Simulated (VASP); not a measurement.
# As (R-3m) in VASP: notebook

The runs below take As through single point, with PBE+D3(BJ).

Everything below comes from runs of VASP 6.6.1. Logs are shortened: lines on timing, memory, paths and dates and some standing lists are left out, and cuts for length are marked.

## 1. The cell of the first run

Symmetry: R-3m, No. 166, trigonal system. Conventional cell: a = 3.780 Å, b = 3.780 Å, c = 10.129 Å, α = 90.00°, β = 90.00°, γ = 120.00°. As (site symmetry 3m) has 6 As at 2.54 to 3.02 Å within 3.3 Å.

## 2. Single point, PBE+D3(BJ)

The input, INCAR:

```
ALGO = Normal
EDIFF = 1E-6
ENCUT = 600
GGA = PE
GGA_COMPAT = F
ISIF = 2
ISMEAR = -1
IVDW = 12
LASPH = T
LCHARG = T
LELF = T
LREAL = F
LVHAR = T
LWAVE = F
NBANDS = 22
NELM = 120
PREC = Accurate
SIGMA = 0.15
```

The input, KPOINTS:

```
k-points
0
Gamma
  15 15 15
```

The input, POSCAR:

```
As
1.0
    1.8900837830      1.0912403809      3.3763798233
   -1.8900837830      1.0912403809      3.3763798233
    0.0000000000     -2.1824807619      3.3763798233
As
2
Direct
    0.7696524161      0.7696524161      0.7696524161
    0.2303475839      0.2303475839      0.2303475839
```

Potentials or basis: VASP PAW PBE potentials, release 64 (As_d).

Launch:

```console
> cat potpaw_PBE.64/As_d/POTCAR > POTCAR
> mpirun -np 1 vasp_std > vasp.out
```

OUTCAR:

```text
EDIFF = 1E-6
   ENCUT = 600
   GGA = PE
   ISIF = 2
   ISMEAR = -1
   IVDW = 12
   LASPH = T
   LREAL = F
   NELM = 120
   PREC = Accurate
 IVDW          = 12

 ion  position               nearest neighbor table
   1  0.770  0.770  0.770-   2 2.54   2 2.54   2 2.54
   2  0.230  0.230  0.230-   1 2.54   1 2.54   1 2.54

  LATTYP: Found a trigonal (rhomboedric) cell.
 ALAT       =     4.0203436404
 COS(alpha) =     0.5579557405

  Lattice vectors:

 A1 = (   1.8900837830,   1.0912403809,   3.3763798233)
 A2 = (  -1.8900837830,   1.0912403809,   3.3763798233)
 A3 = (   0.0000000000,  -2.1824807619,   3.3763798233)

Analysis of symmetry for initial positions (statically):
=====================================================================
 Subroutine PRICEL returns:
 Original cell was already a primitive cell.

 Routine SETGRP: Setting up the symmetry group for a
 trigonal (rhombohedral) supercell.

 Subroutine GETGRP returns: Found 12 space group operations
 (whereof 12 operations were pure point group operations)
 out of a pool of 12 trial point group operations.

The static configuration has the point symmetry D_3d.

Analysis of symmetry for dynamics (positions and initial velocities):
=====================================================================
 Subroutine PRICEL returns:
 Original cell was already a primitive cell.

 Routine SETGRP: Setting up the symmetry group for a
 trigonal (rhombohedral) supercell.

 Subroutine GETGRP returns: Found 12 space group operations
 (whereof 12 operations were pure point group operations)
 out of a pool of 12 trial point group operations.

The dynamic configuration has the point symmetry D_3d.

 Subroutine INISYM returns: Found 12 space group operations
 (whereof 12 operations are pure point group operations),
 and found     1 'primitive' translations

----------------------------------------------------------------------------------------

                                     Primitive cell

  volume of cell :      41.7834

  direct lattice vectors                    reciprocal lattice vectors
     1.890083783  1.091240381  3.376379823     0.264538538  0.152731396  0.098725070
    -1.890083783  1.091240381  3.376379823    -0.264538538  0.152731396  0.098725070
     0.000000000 -2.182480762  3.376379823     0.000000000 -0.305462792  0.098725070

  length of vectors
     4.020343640  4.020343640  4.020343640     0.321020492  0.321020492  0.321020492

  position of ions in fractional coordinates (direct lattice)
     0.769652416  0.769652416  0.769652416
     0.230347584  0.230347584  0.230347584

  ion indices of the primitive-cell ions
   primitive index   ion index
                 1           1
                 2           2

----------------------------------------------------------------------------------------

 KPOINTS: k-points

Automatic generation of k-mesh.
 Grid dimensions read from file:
 generate k-points for:   15   15   15

 Generating k-lattice:

  Cartesian coordinates                     Fractional coordinates (reciprocal lattice)
     0.017635903  0.010182093  0.006581671     0.066666667  0.000000000  0.000000000
    -0.017635903  0.010182093  0.006581671     0.000000000  0.066666667  0.000000000
     0.000000000 -0.020364186  0.006581671     0.000000000  0.000000000  0.066666667

  Length of vectors
     0.021401366  0.021401366  0.021401366

  Shift w.r.t. Gamma in fractional coordinates (k-lattice)
     0.000000000  0.000000000  0.000000000

 Subroutine IBZKPT returns following result:
 ===========================================

 Found    344 irreducible k-points:

 Following reciprocal coordinates:
            Coordinates               Weight
  0.000000  0.000000  0.000000      1.000000
  0.066667 -0.000000  0.000000      6.000000
  0.133333 -0.000000  0.000000      6.000000
  0.200000 -0.000000  0.000000      6.000000
  0.266667 -0.000000  0.000000      6.000000
  0.333333 -0.000000  0.000000      6.000000
[... 16 lines left out ...]
  0.133333  0.133333  0.000000      6.000000
  0.200000  0.133333  0.000000     12.000000
 [... further k-points ...]
   k-points           NKPTS =    344   k-points in BZ     NKDIM =    344   number of bands    NBANDS=     22
   number of dos      NEDOS =    301   number of ions     NIONS =      2
   total plane-waves  NPLWV =  32768
   dimension x,y,z NGX =    32 NGY =   32 NGZ =   32
   dimension x,y,z NGXF=    64 NGYF=   64 NGZF=   64
   ions per type =               2
   NGX,Y,Z   is equivalent  to a cutoff of  13.23, 13.23, 13.23 a.u.
   NGXF,Y,Z  is equivalent  to a cutoff of  26.46, 26.46, 26.46 a.u.
 SYSTEM =  unknown system
   PREC   = accura    normal or accurate (medium, high low for compatibility)
   ISTART =      0    job   : 0-new  1-cont  2-samecut
   ICHARG =      2    charge: 1-file 2-atom 10-const
   ISPIN  =      1    spin polarized calculation?
   LNONCOLLINEAR =      F non collinear calculations
   LSORBIT =      F    spin-orbit coupling
   LASPH  =      T    aspherical Exc in radial PAW
   ENCUT  =  600.0 eV  44.10 Ry    6.64 a.u.   8.03  8.03  8.03*2*pi/ulx,y,z
   NELM   =    120;   NELMIN=  2; NELMDL= -5     # of ELM steps
   EDIFF  = 0.1E-05   stopping-criterion for ELM
   LREAL  =      F    real-space projection
   EDIFFG = 0.1E-04   stopping-criterion for IOM
   NSW    =      0    number of steps for IOM
   IBRION =     -1    ionic relax: 0-MD 1-quasi-New 2-CG
   NFREE  =      0    steps in history (QN), initial steepest desc. (CG)
   ISIF   =      2    stress and relaxation
   ISYM   =      2    0-nonsym 1-usesym 2-fastsym
   POTIM  = 0.5000    time-step for ionic-motion
   TEBEG  =    0.0;   TEEND  =   0.0 temperature during run
   PSTRESS=    0.0 pullay stress
   NELECT =      30.0000    total number of electrons
   NUPDOWN=      -1.0000    fix difference up-down
   EMIN   =  10.00;   EMAX   =-10.00  energy-range for DOS
   EFERMI =   0.00;   METHOD = LEGACY
   ISMEAR =    -1;   SIGMA  =   0.15  broadening in eV -4-tet -1-fermi 0-gaus
   EFERMI_NEDOS =   21; number of points for ismear=-14 and -15
   IALGO  =     38    algorithm
   IMIX   =      4    mixing-type and parameters
     AMIX     =   0.40;   BMIX     =  1.00
     AMIX_MAG =   1.60;   BMIX_MAG =  1.00
  volume/ion in A,a.u.               =      20.89       140.98
  Fermi-wavevector in a.u.,A,eV,Ry     =   1.465932  2.770210 29.238341  2.148957
  Thomas-Fermi vector in A             =   2.581730
   LORBIT       =      0    0 simple, 1 ext, 2 COOP (PROOUT), +10 PAW based schemes
   GGA     = PE    functional components
   LHFCALC =     F    Hartree Fock is set to
   AEXX    =    0.0000 exact exchange contribution
   IVDW    =    12    specifies the selected vdW correction
   LEPSILON=     F    determine dielectric tensor
   LRPA    =     F    only Hartree local field effects (RPA)
 non-spin polarized calculation
  energy-cutoff  :      600.00
  volume of cell :       41.78
 maximum number of plane-waves:      1416
   NGX = 17   NGY = 17   NGZ = 17

 number of electron      29.9999993 magnetization

 Free energy of the ion-electron system (eV)
  ---------------------------------------------------
  ext. energy  EPLUGINS =         0.00000000
  ---------------------------------------------------
  free energy    TOTEN  =        -9.33186149 eV

  energy without entropy =       -9.30888643  energy(sigma->0) =       -9.32037396

 E-fermi :   4.0423     XC(G=0): -10.8395

 val. band max:        4.0016830980   @ k =   0.3333   0.1333   0.1333
 cond. band min:       4.0690970014   @ k =   0.3333   0.2000   0.2000
 fundamental gap:      0.0674139034
 Fermi energy:         4.0422979539

 k-point     1 :       0.0000    0.0000    0.0000
  band No.  band energies     occupation
      1     -32.2745      2.00000
      2     -32.2745      2.00000
      3     -32.2295      2.00000
      4     -32.2295      2.00000
      5     -32.2034      2.00000
      6     -32.1641      2.00000
[... 14 lines left out ...]
     21      10.9479      0.00000
     22      12.6677      0.00000

 k-point     2 :       0.0667   -0.0000    0.0000
  band No.  band energies     occupation
      1     -32.2738      2.00000
      2     -32.2732      2.00000
      3     -32.2290      2.00000
      4     -32.2286      2.00000
      5     -32.2029      2.00000
      6     -32.1648      2.00000
[... 14 lines left out ...]
     21      10.6603      0.00000
     22      13.1095      0.00000

 k-point     3 :       0.1333   -0.0000    0.0000
  band No.  band energies     occupation
      1     -32.2717      2.00000
      2     -32.2693      2.00000
      3     -32.2276      2.00000
      4     -32.2260      2.00000
      5     -32.2016      2.00000
      6     -32.1666      2.00000
[... 14 lines left out ...]
     21      10.6297      0.00000
     22      14.1477      0.00000

 k-point     4 :       0.2000   -0.0000    0.0000
  band No.  band energies     occupation
      1     -32.2684      2.00000
      2     -32.2629      2.00000
      3     -32.2255      2.00000
      4     -32.2218      2.00000
      5     -32.1994      2.00000
      6     -32.1696      2.00000
[... 14 lines left out ...]
     21      11.0998      0.00000
     22      15.4937      0.00000

 k-point     5 :       0.2667   -0.0000    0.0000
  band No.  band energies     occupation
      1     -32.2644      2.00000
      2     -32.2547      2.00000
      3     -32.2228      2.00000
      4     -32.2164      2.00000
      5     -32.1967      2.00000
      6     -32.1735      2.00000
[... 417 lines left out ...]
 k-point    22 :      -0.0667    0.0667    0.0000
  band No.  band energies     occupation
      1     -32.2735      2.00000
      2     -32.2699      2.00000
      3     -32.2283      2.00000
      4     -32.2268      2.00000
      5     -32.2021      2.00000
      6     -32.1663      2.00000
[... 14 lines left out ...]
     21      10.9216      0.00000
     22      13.0384      0.00000

 k-point    23 :       0.1333    0.1333    0.0000
  band No.  band energies     occupation
      1     -32.2741      2.00000
      2     -32.2653      2.00000
      3     -32.2282      2.00000
      4     -32.2250      2.00000
      5     -32.2011      2.00000
      6     -32.1677      2.00000
[... 14 lines left out ...]
     21      11.3632      0.00000
     22      13.1753      0.00000

 k-point    24 :       0.2000    0.1333    0.0000
  band No.  band energies     occupation
      1     -32.2729      2.00000
      2     -32.2603      2.00000
      3     -32.2269      2.00000
      4     -32.2224      2.00000
      5     -32.1996      2.00000
      6     -32.1699      2.00000
[... 14 lines left out ...]
     21      11.8995      0.00000
     22      13.5994      0.00000

 [... further k-points ...]

------------------------ aborting loop because EDIFF is reached ----------------------------------------

 Edisp (eV)   -0.86622

 E8    (eV) :    -0.3670

  FORCE on cell =-STRESS in cart. coord.  units (eV):
  Direction    XX          YY          ZZ          XY          YZ          ZX
  --------------------------------------------------------------------------------------
  -------------------------------------------------------------------------------------
  Total       0.02264     0.02264     0.02076     0.00000    -0.00000     0.00000
  in kB       0.86802     0.86802     0.79621     0.00000    -0.00000     0.00000
  external pressure =        0.84 kB  Pullay stress =        0.00 kB

 VOLUME and BASIS-vectors are now :
 -----------------------------------------------------------------------------
  energy-cutoff  :      600.00
  volume of cell :       41.78
      direct lattice vectors                 reciprocal lattice vectors
     1.890083783  1.091240381  3.376379823     0.264538538  0.152731396  0.098725070
    -1.890083783  1.091240381  3.376379823    -0.264538538  0.152731396  0.098725070
     0.000000000 -2.182480762  3.376379823     0.000000000 -0.305462792  0.098725070

 POSITION                                       TOTAL-FORCE (eV/Angst)
 -----------------------------------------------------------------------------------
      0.00000     -0.00000      7.79592         0.000000      0.000000     -0.010704
      0.00000     -0.00000      2.33322         0.000000     -0.000000      0.010704
 -----------------------------------------------------------------------------------
    total drift:                               -0.000000     -0.000000      0.000000

  FREE ENERGIE OF THE ION-ELECTRON SYSTEM (eV)
  ---------------------------------------------------
  free  energy   TOTEN  =       -10.1980772236 eV

  energy  without entropy=      -10.1751021643  energy(sigma->0) =      -10.18658969
```

Wall time 2.1 min (1 thread of AMD EPYC 9R45 (Zen 5), shared host); peak memory 0.38 GiB.

Results:

```
Free energy                : -10.1981 eV
Pressure                   : 0.1 GPa
Largest force              : 0.011 eV/Å
Band gap on the k mesh     : zero (bands 15 and 16 overlap by 0.16 eV)
Dispersion energy per atom : -0.433 eV
```

Forces in eV/Å, atoms in the order of the input:
```
As   0.000  0.000 -0.011
As   0.000  0.000  0.011
```

Levels at points of the mesh, in eV from the Fermi level:
| k point | band 12 | band 13 | band 14 | band 15 | band 16 | band 17 | band 18 | band 19 |
| --- | --- | --- | --- | --- | --- | --- | --- | --- |
| (0.00, 0.00, 0.00) | -5.61 | -2.43 | -2.08 | -2.08 | 2.11 | 3.12 | 3.12 | 6.54 |

## 3. Single point, PBE+D3(BJ)

The input, INCAR:

```
SYSTEM = As
  PREC = Accurate
  ENCUT = 600
  EDIFF = 1E-6
  ISMEAR = 0
  SIGMA = 0.1
  LREAL = .FALSE.
  LASPH = .TRUE.
  NELM = 120
  ALGO = Normal
  ISIF = 2
  LWAVE = .FALSE.
  LCHARG = .FALSE.
  GGA = PE
  IVDW = 12
  NBANDS = 22
  GGA_COMPAT = .FALSE.
```

The input, KPOINTS:

```
regular mesh
0
G
  15 15 15
  0 0 0
```

The input, POSCAR:

```
As
1.0
    1.8914380025      1.0920222399      3.3713915096
   -1.8914380025      1.0920222399      3.3713915096
    0.0000000000     -2.1840444798      3.3713915096
As
2
Direct
    0.7697136435      0.7697136435      0.7697136435
    0.2302863565      0.2302863565      0.2302863565
```

Potentials or basis: VASP PAW PBE potentials, release 64 (As_d).

Launch:

```console
> cat potpaw_PBE.64/As_d/POTCAR > POTCAR
> mpirun -np 1 vasp_std > vasp.out
```

Wall time 2.5 min (1 thread of AMD EPYC 9R45 (Zen 5), shared host); peak memory 0.38 GiB.

Results (log left out):

```
Free energy                : -10.1903 eV
Pressure                   : 0.1 GPa
Largest force              : 0.015 eV/Å
Band gap on the k mesh     : zero (bands 15 and 16 overlap by 0.14 eV)
Dispersion energy per atom : -0.433 eV
```

Forces in eV/Å, atoms in the order of the input:
```
As   0.000  0.000 -0.015
As   0.000  0.000  0.015
```

Levels at points of the mesh, in eV from the Fermi level:
```csv
k point,band 11,band 12,band 13,band 14,band 15,band 16,band 17,band 18,band 19,band 20
"(0.00, 0.00, 0.00)",-15.15,-5.61,-2.42,-2.10,-2.10,2.09,3.11,3.11,6.52,6.52
```
